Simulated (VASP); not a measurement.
# EuO (Fm-3m) in VASP: further runs

The runs below take EuO through single point, with PBE-based global hybrid with 15 % exact exchange, PBE-based screened hybrid with 25 % exact exchange, PBE-based global hybrid with 40 % exact exchange.

Program: VASP 6.6.1. These are calculated values, not measurements. Logs are shortened: lines on timing, memory, paths and dates and some standing lists are left out, and cuts for length are marked.

## (1) The cell of the first run

Symmetry: Fm-3m, No. 225, cubic system. The conventional cell has a = 5.144 Å, b = 5.144 Å, c = 5.144 Å, α = 90.00°, β = 90.00°, γ = 90.00°. Within 3.4 Å of Eu (site symmetry m-3m) lie 6 O at 2.57 Å. Within 3.4 Å of O (site symmetry m-3m) lie 6 Eu at 2.57 Å.

## (2) Single point, PBE-based global hybrid with 15 % exact exchange, collinear spin, ferromagnetic start

Input file POSCAR:

```
EuO
1.0
    0.0000000000      2.5719519658      2.5719519658
    2.5719519658      0.0000000000      2.5719519658
    2.5719519658      2.5719519658      0.0000000000
Eu O
1 1
Direct
    0.5000000000      0.5000000000      0.5000000000
    0.0000000000      0.0000000000      0.0000000000
```

Input file INCAR.step1:

```
SYSTEM = EuO
PREC     = Accurate       ! precision mode
ENCUT    = 520            ! plane-wave cutoff, eV
EDIFF    = 1E-5           ! SCF threshold, eV
ISMEAR   = 0              ! smearing method
SIGMA    = 0.05           ! smearing width, eV
LREAL    = .False.        ! projectors in reciprocal space
LASPH    = .True.         ! aspherical terms in the spheres
NELM     = 200            ! most SCF steps
ALGO     = Normal         ! electronic algorithm
ISIF     = 2              ! what is computed and relaxed
LWAVE    = .True.         ! write WAVECAR
ISPIN    = 2              ! spin polarisation
MAGMOM   = 7.43 0         ! initial moments
LORBIT   = 11             ! projections on sites
LMAXMIX  = 6              ! l up to which the mixer works
GGA      = PE             ! functional
NBANDS   = 22             ! bands
GGA_COMPAT= .False.      
KPAR     = 4
```

Input file INCAR.step2:

```
SYSTEM = EuO
PREC     = Accurate       ! precision mode
ENCUT    = 520            ! plane-wave cutoff, eV
EDIFF    = 1E-6           ! SCF threshold, eV
ISMEAR   = 0              ! smearing method
SIGMA    = 0.05           ! smearing width, eV
LREAL    = .False.        ! projectors in reciprocal space
LASPH    = .True.         ! aspherical terms in the spheres
NELM     = 200            ! most SCF steps
ALGO     = Normal         ! electronic algorithm
ISIF     = 2              ! what is computed and relaxed
LWAVE    = .False.        ! write WAVECAR
LCHARG   = .True.         ! write CHGCAR
ISPIN    = 2              ! spin polarisation
MAGMOM   = 7.43 0         ! initial moments
LORBIT   = 11             ! projections on sites
LMAXMIX  = 6              ! l up to which the mixer works
GGA      = PE             ! functional
LHFCALC  = .True.         ! exact exchange
AEXX     = 0.15           ! exact-exchange fraction
PRECFOCK = Normal       
LVHAR    = .True.       
ISTART   = 1            
NBANDS   = 22             ! bands
GGA_COMPAT= .False.      
KPAR     = 4
```

Input file KPOINTS:

```
Automatic mesh
0
Gamma
  6 6 6
  0 0 0
```

Potentials or basis: VASP PAW PBE potentials, release 64 (Eu, O).

Run with:

```
cat potpaw_PBE.64/Eu/POTCAR potpaw_PBE.64/O/POTCAR > POTCAR
cp INCAR.step1 INCAR
mpirun -np 4 vasp_std > vasp.out
cp INCAR.step2 INCAR
mpirun -np 4 vasp_std > vasp.out
```

OUTCAR:

```text
SYSTEM = EuO
   PREC = Accurate
   ENCUT = 520
   EDIFF = 1E-6
   ISMEAR = 0
   LREAL = .False.
   LASPH = .True.
   NELM = 200
   ISIF = 2
   ISPIN = 2
   LORBIT = 11
   GGA = PE
   LHFCALC = .True.
   AEXX = 0.15
   PRECFOCK = Normal
   ISTART = 1

 ion  position               nearest neighbor table
   1  0.500  0.500  0.500-   2 2.57   2 2.57   2 2.57   2 2.57   2 2.57   2 2.57
   2  0.000  0.000  0.000-   1 2.57   1 2.57   1 2.57   1 2.57   1 2.57   1 2.57

  LATTYP: Found a face centered cubic cell.
 ALAT       =     5.1439039316

  Lattice vectors:

 A1 = (   0.0000000000,   2.5719519658,   2.5719519658)
 A2 = (   2.5719519658,   0.0000000000,   2.5719519658)
 A3 = (   2.5719519658,   2.5719519658,   0.0000000000)

Analysis of symmetry for initial positions (statically):
=====================================================================
 Subroutine PRICEL returns:
 Original cell was already a primitive cell.

 Routine SETGRP: Setting up the symmetry group for a
 face centered cubic supercell.

 Subroutine GETGRP returns: Found 48 space group operations
 (whereof 48 operations were pure point group operations)
 out of a pool of 48 trial point group operations.

The static configuration has the point symmetry O_h .

Analysis of symmetry for dynamics (positions and initial velocities):
=====================================================================
 Subroutine PRICEL returns:
 Original cell was already a primitive cell.

 Routine SETGRP: Setting up the symmetry group for a
 face centered cubic supercell.

 Subroutine GETGRP returns: Found 48 space group operations
 (whereof 48 operations were pure point group operations)
 out of a pool of 48 trial point group operations.

The dynamic configuration has the point symmetry O_h .

Analysis of structural, dynamic, and magnetic symmetry:
=====================================================================
 Subroutine PRICEL returns:
 Original cell was already a primitive cell.

 Routine SETGRP: Setting up the symmetry group for a
 face centered cubic supercell.

 Subroutine GETGRP returns: Found 48 space group operations
 (whereof 48 operations were pure point group operations)
 out of a pool of 48 trial point group operations.

The overall configuration has the point symmetry O_h .

 Subroutine INISYM returns: Found 48 space group operations
 (whereof 48 operations are pure point group operations),
 and found     1 'primitive' translations

----------------------------------------------------------------------------------------

                                     Primitive cell

  volume of cell :      34.0266

  direct lattice vectors                    reciprocal lattice vectors
     0.000000000  2.571951966  2.571951966    -0.194404875  0.194404875  0.194404875
     2.571951966  0.000000000  2.571951966     0.194404875 -0.194404875  0.194404875
     2.571951966  2.571951966  0.000000000     0.194404875  0.194404875 -0.194404875

  length of vectors
     3.637289352  3.637289352  3.637289352     0.336719120  0.336719120  0.336719120

  position of ions in fractional coordinates (direct lattice)
     0.500000000  0.500000000  0.500000000
     0.000000000  0.000000000  0.000000000

  ion indices of the primitive-cell ions
   primitive index   ion index
                 1           1
                 2           2

----------------------------------------------------------------------------------------

 KPOINTS: Automatic mesh

Automatic generation of k-mesh.
 Grid dimensions read from file:
 generate k-points for:    6    6    6

 Generating k-lattice:

  Cartesian coordinates                     Fractional coordinates (reciprocal lattice)
    -0.032400812  0.032400812  0.032400812     0.166666667  0.000000000  0.000000000
     0.032400812 -0.032400812  0.032400812     0.000000000  0.166666667  0.000000000
     0.032400812  0.032400812 -0.032400812     0.000000000  0.000000000  0.166666667

  Length of vectors
     0.056119853  0.056119853  0.056119853

  Shift w.r.t. Gamma in fractional coordinates (k-lattice)
     0.000000000  0.000000000  0.000000000

 Subroutine IBZKPT returns following result:
 ===========================================

 Found     16 irreducible k-points:

 Following reciprocal coordinates:
            Coordinates               Weight
  0.000000  0.000000  0.000000      1.000000
  0.166667  0.000000  0.000000      8.000000
  0.333333  0.000000  0.000000      8.000000
  0.500000  0.000000  0.000000      4.000000
  0.166667  0.166667  0.000000      6.000000
  0.333333  0.166667  0.000000     24.000000
[... 8 lines left out ...]
 -0.333333  0.333333  0.166667     24.000000
 -0.333333  0.500000  0.166667     12.000000
   k-points           NKPTS =     16   k-points in BZ     NKDIM =    216   number of bands    NBANDS=     22
   number of dos      NEDOS =    301   number of ions     NIONS =      2
   total plane-waves  NPLWV =  21952
   dimension x,y,z NGX =    28 NGY =   28 NGZ =   28
   dimension x,y,z NGXF=    56 NGYF=   56 NGZF=   56
   ions per type =               1   1
   NGX,Y,Z   is equivalent  to a cutoff of  12.80, 12.80, 12.80 a.u.
   NGXF,Y,Z  is equivalent  to a cutoff of  25.60, 25.60, 25.60 a.u.
 SYSTEM =  EuO
   PREC   = accura    normal or accurate (medium, high low for compatibility)
   ISTART =      1    job   : 0-new  1-cont  2-samecut
   ICHARG =      0    charge: 1-file 2-atom 10-const
   ISPIN  =      2    spin polarized calculation?
   LNONCOLLINEAR =      F non collinear calculations
   LSORBIT =      F    spin-orbit coupling
   LASPH  =      T    aspherical Exc in radial PAW
   ENCUT  =  520.0 eV  38.22 Ry    6.18 a.u.   6.76  6.76  6.76*2*pi/ulx,y,z
   NELM   =    200;   NELMIN=  2; NELMDL=  0     # of ELM steps
   EDIFF  = 0.1E-05   stopping-criterion for ELM
   LREAL  =      F    real-space projection
   EDIFFG = 0.1E-04   stopping-criterion for IOM
   NSW    =      0    number of steps for IOM
   IBRION =     -1    ionic relax: 0-MD 1-quasi-New 2-CG
   NFREE  =      0    steps in history (QN), initial steepest desc. (CG)
   ISIF   =      2    stress and relaxation
   ISYM   =      3    0-nonsym 1-usesym 2-fastsym
   POTIM  = 0.5000    time-step for ionic-motion
   TEBEG  =    0.0;   TEEND  =   0.0 temperature during run
   PSTRESS=    0.0 pullay stress
   NELECT =      23.0000    total number of electrons
   NUPDOWN=      -1.0000    fix difference up-down
   EMIN   =  10.00;   EMAX   =-10.00  energy-range for DOS
   EFERMI =   0.00;   METHOD = LEGACY
   ISMEAR =     0;   SIGMA  =   0.05  broadening in eV -4-tet -1-fermi 0-gaus
   EFERMI_NEDOS =   21; number of points for ismear=-14 and -15
   IALGO  =     38    algorithm
   IMIX   =      1    mixing-type and parameters
     AMIX     =   0.40;   BMIX     =  1.00
     AMIX_MAG =   1.60;   BMIX_MAG =  1.00
  volume/ion in A,a.u.               =      17.01       114.81
  Fermi-wavevector in a.u.,A,eV,Ry     =   1.436739  2.715043 28.085410  2.064219
  Thomas-Fermi vector in A             =   2.555894
   LORBIT       =     11    0 simple, 1 ext, 2 COOP (PROOUT), +10 PAW based schemes
   GGA     = PE    functional components
   LHFCALC =     T    Hartree Fock is set to
   PRECFOCK=normal    Normal, Fast or Accurate (Low or Medium for compatibility)
   ENCUT4O =  -1.0   cutoff for four orbital integrals eV
   NKREDX  =     1    reduce k-point grid by
   NKREDY  =     1    reduce k-point grid by
   NKREDZ  =     1    reduce k-point grid by
   AEXX    =    0.1500 exact exchange contribution
   HFSCREEN=    0.0000 screening length (either q_TF or 0.3 A-1)
   HFSCREENC=   0.0000 screening length for correlation (either q_TF or 0.3 A-1)
   ENCUTFOCK=  -1.0 apply spherical cutoff to Coloumb kernel
   IVDW    =     0    specifies the selected vdW correction
   LEPSILON=     F    determine dielectric tensor
   LRPA    =     F    only Hartree local field effects (RPA)
 spin polarized calculation
 Gauss-broadening in eV      SIGMA  =   0.05
  energy-cutoff  :      520.00
  volume of cell :       34.03
 maximum number of plane-waves:       941
  NGX = 24; NGY = 24; NGZ = 24

 number of electron      22.9999993 magnetization       7.0002794

 Free energy of the ion-electron system (eV)
  ---------------------------------------------------
  ext. energy  EPLUGINS =         0.00000000
  ---------------------------------------------------
  free energy    TOTEN  =       -30.88744951 eV

  energy without entropy =      -30.88744951  energy(sigma->0) =      -30.88744951

 E-fermi :   4.1303     XC(G=0):  -9.4179

 val. band max:        3.9293723074   @ k =   0.1667   0.1667   0.0000
 cond. band min:       4.3221555576   @ k =   0.0000   0.0000   0.0000
 fundamental gap:      0.3927832503
 Fermi energy:         4.1302548204

 spin component 1

 k-point     1 :       0.0000    0.0000    0.0000
  band No.  band energies     occupation
      1     -38.3677      1.00000
      2     -16.1330      1.00000
      3     -16.1330      1.00000
      4     -16.1330      1.00000
      5     -15.7532      1.00000
      6      -0.0166      1.00000
[... 14 lines left out ...]
     21       9.2791      0.00000
     22      14.4642      0.00000
[... 351 lines left out ...]
 k-point    16 :      -0.3333    0.5000    0.1667
  band No.  band energies     occupation
      1     -38.2303      1.00000
      2     -17.0913      1.00000
      3     -16.9701      1.00000
      4     -16.6681      1.00000
      5     -14.9133      1.00000
      6      -0.8394      1.00000
[... 14 lines left out ...]
     21      14.3613      0.00000
     22      15.1775      0.00000
 Fermi energy:         4.1302548204

 spin component 2

 k-point     1 :       0.0000    0.0000    0.0000
  band No.  band energies     occupation
      1     -35.1479      1.00000
      2     -15.8729      1.00000
      3     -13.6746      1.00000
      4     -13.6746      1.00000
      5     -13.6746      1.00000
      6       0.0594      1.00000
[... 14 lines left out ...]
     21      12.6403      0.00000
     22      17.0804      0.00000
[... 352 lines left out ...]
  band No.  band energies     occupation
      1     -34.9700      1.00000
      2     -16.2962      1.00000
      3     -14.7020      1.00000
      4     -14.3347      1.00000
      5     -13.4744      1.00000
      6      -0.7911      1.00000
[... 14 lines left out ...]
     21      15.6696      0.00000
     22      16.7098      0.00000

------------------------ aborting loop because EDIFF is reached ----------------------------------------

  FORCE on cell =-STRESS in cart. coord.  units (eV):
  Direction    XX          YY          ZZ          XY          YZ          ZX
  --------------------------------------------------------------------------------------
  -------------------------------------------------------------------------------------
  Total       -0.6368284     -0.6368284     -0.6368284      0.0000000      0.0000000      0.0000000
  in kB      -29.9857165    -29.9857165    -29.9857165      0.0000000      0.0000000      0.0000000
  external PRESSURE =     -29.9857165 kB  Pullay stress =       0.0000000 kB

 VOLUME and BASIS-vectors are now :
 -----------------------------------------------------------------------------
  energy-cutoff  :      520.00
  volume of cell :       34.03
      direct lattice vectors                 reciprocal lattice vectors
     0.000000000  2.571951966  2.571951966    -0.194404875  0.194404875  0.194404875
     2.571951966  0.000000000  2.571951966     0.194404875 -0.194404875  0.194404875
     2.571951966  2.571951966  0.000000000     0.194404875  0.194404875 -0.194404875

 POSITION                                       TOTAL-FORCE (eV/Angst)
 -----------------------------------------------------------------------------------
      2.57195      2.57195      2.57195        -0.000000     -0.000000      0.000000
      0.00000      0.00000      0.00000         0.000000      0.000000      0.000000
 -----------------------------------------------------------------------------------
    total drift:                                0.000001      0.000001      0.000003

  FREE ENERGIE OF THE ION-ELECTRON SYSTEM (eV)
  ---------------------------------------------------
  free  energy   TOTEN  =       -30.8874495070 eV

  energy  without entropy=      -30.8874495068  energy(sigma->0) =      -30.88744951

 total charge

# of ion       s       p       d       f       tot
--------------------------------------------------
    1        2.033   5.807   0.311   6.741  14.891
    2        1.556   3.420   0.000   0.000   4.976
--------------------------------------------------
tot          3.588   9.227   0.311   6.741  19.867

 magnetization (x)

# of ion       s       p       d       f       tot
--------------------------------------------------
    1       -0.013  -0.104   0.093   6.699   6.675
    2       -0.005  -0.090   0.000   0.000  -0.095
--------------------------------------------------
tot         -0.018  -0.194   0.093   6.699   6.580
```

Wall time 47 min (4 MPI ranks of AMD EPYC 7R13 (Zen 3), shared host); peak memory 0.19 GiB.

What came out:

| Property | Result |
| --- | --- |
| Free energy | -30.8874 eV |
| Pressure | -3.0 GPa |
| Band gap on the k mesh | zero (filled and empty bands overlap) |
| Net moment | 7.00 μB per cell |
| Site moments | Eu +6.67; O -0.10 μB |
| Valence electrons inside the program's atomic spheres | Eu 14.89; O 4.98 |

Caveat: the PAW data sets were made with another functional, which shifts forces and pressure a little; spin-orbit coupling is left out, which moves the levels of the heavy elements; a cell with one magnetic atom can't hold antiferromagnetic order, which such compounds often take.

## (3) Single point, PBE-based screened hybrid with 25 % exact exchange, collinear spin, ferromagnetic start

POSCAR is that of step 2.

Input file INCAR.step1:

```
SYSTEM = EuO
ALGO = Normal ; EDIFF = 1E-5
ENCUT = 520 ; GGA = PE
GGA_COMPAT = .FALSE. ; ISIF = 2
ISMEAR = 0 ; ISPIN = 2
KPAR = 4 ; LASPH = .TRUE.
LMAXMIX = 6 ; LORBIT = 11
LREAL = .FALSE. ; LWAVE = .TRUE.
MAGMOM = 7.43 0 ; NBANDS = 22
NELM = 200 ; PREC = Accurate
SIGMA = 0.05
```

Input file INCAR.step2:

```
SYSTEM = EuO
AEXX = 0.25 ; ALGO = Normal
EDIFF = 1E-6 ; ENCUT = 520
GGA = PE ; GGA_COMPAT = .FALSE.
HFSCREEN = 0.4 ; ISIF = 2
ISMEAR = 0 ; ISPIN = 2
ISTART = 1 ; KPAR = 4
LASPH = .TRUE. ; LCHARG = .TRUE.
LHFCALC = .TRUE. ; LMAXMIX = 6
LORBIT = 11 ; LREAL = .FALSE.
LVHAR = .TRUE. ; LWAVE = .FALSE.
MAGMOM = 7.43 0 ; NBANDS = 22
NELM = 200 ; PREC = Accurate
PRECFOCK = Normal ; SIGMA = 0.05
```

Input file KPOINTS:

```
k-points
0
G
  6 6 6
  0 0 0
```

Potentials or basis: VASP PAW PBE potentials, release 64 (Eu, O).

Run with:

```
cat potpaw_PBE.64/Eu/POTCAR potpaw_PBE.64/O/POTCAR > POTCAR
cp INCAR.step1 INCAR
mpirun -np 4 vasp_std > vasp.out
cp INCAR.step2 INCAR
mpirun -np 4 vasp_std > vasp.out
```

It took 31 min on 4 MPI ranks of Intel Xeon Platinum 8488C (Sapphire Rapids), shared host; peak memory 0.3 GiB.

Results (log left out):

```
Free energy                                           : -32.8410 eV
Pressure                                              : -2.5 GPa
Band gap on the k mesh                                : zero (filled and empty bands overlap)
Net moment                                            : 7.00 μB per cell
Site moments                                          : Eu +6.71; O -0.10 μB
Valence electrons inside the program's atomic spheres : Eu 14.93; O 4.99
```

Levels at points of the mesh, in eV from the Fermi level:
Spin up:
| k point | band 12 | band 13 | band 14 | band 15 | band 16 | band 17 | band 18 | band 19 |
| --- | --- | --- | --- | --- | --- | --- | --- | --- |
| (0.00, 0.00, 0.00) | -0.40 | 0.04 | 0.04 | 0.04 | 0.85 | 2.87 | 2.87 | 2.87 |
| (0.50, 0.00, 0.00) | -0.40 | -0.40 | -0.39 | -0.35 | 3.51 | 5.80 | 5.80 | 6.05 |
| (0.50, 0.50, 0.00) | -0.51 | -0.35 | -0.27 | -0.11 | -0.11 | 4.77 | 7.19 | 8.09 |
Spin down:
| k point | band 5 | band 6 | band 7 | band 8 | band 9 | band 10 | band 11 | band 12 |
| --- | --- | --- | --- | --- | --- | --- | --- | --- |
| (0.00, 0.00, 0.00) | -17.44 | -3.77 | -3.77 | -3.77 | 1.69 | 3.96 | 3.96 | 3.96 |
| (0.50, 0.00, 0.00) | -16.68 | -5.82 | -4.90 | -4.90 | 4.22 | 6.21 | 6.93 | 6.93 |
| (0.50, 0.50, 0.00) | -17.92 | -3.77 | -3.70 | -3.70 | 0.78 | 5.71 | 7.71 | 8.54 |

Caveat: the PAW data sets were made with another functional, which shifts forces and pressure a little; spin-orbit coupling is left out, which moves the levels of the heavy elements; a cell with one magnetic atom can't hold antiferromagnetic order, which such compounds often take. The state reached can hang on the start; a lower one may exist.

[end of part 1 of 2]

The gap in the log of VASP goes by the Fermi energy; the results here count the filled bands.